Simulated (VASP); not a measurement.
Here is a VASP 6.6.1 calculation.

Contents of INCAR:

```
SYSTEM = CdF2
ALGO = Normal
EDIFF = 1E-6
ENCUT = 520
GGA = PE
ISIF = 2
ISMEAR = 0
LASPH = .True.
LCHARG = .True.
LELF = .True.
LREAL = .False.
LVHAR = .True.
LWAVE = .False.
NBANDS = 20
NELM = 80
PREC = Accurate
SIGMA = 0.01
```

Contents of KPOINTS:

```
k-points
0
Gamma
  6 6 6
  0 0 0
```

The input POSCAR:

```
CdF2
1.0
    0.0000000000      2.6825809931      2.6825809931
    2.6825809931      0.0000000000      2.6825809931
    2.6825809931      2.6825809931      0.0000000000
Cd F
1 2
Direct
    0.0000000000      0.0000000000      0.0000000000
    0.2500000000      0.2500000000      0.2500000000
    0.7500000000      0.7500000000      0.7500000000
```

Potentials or basis: VASP PAW PBE potentials, release 64 (Cd, F).

Launch:

```sh
$ cat potpaw_PBE.64/Cd/POTCAR potpaw_PBE.64/F/POTCAR > POTCAR
$ mpirun -np 1 vasp_std > vasp.out
```

Question: Estimate the band gap on the k mesh.

Answer: 3.13 eV, indirect (least direct gap 3.60 eV).

Question: Estimate the pressure.

Answer: 7.8 GPa.

A k mesh can miss the band edges.
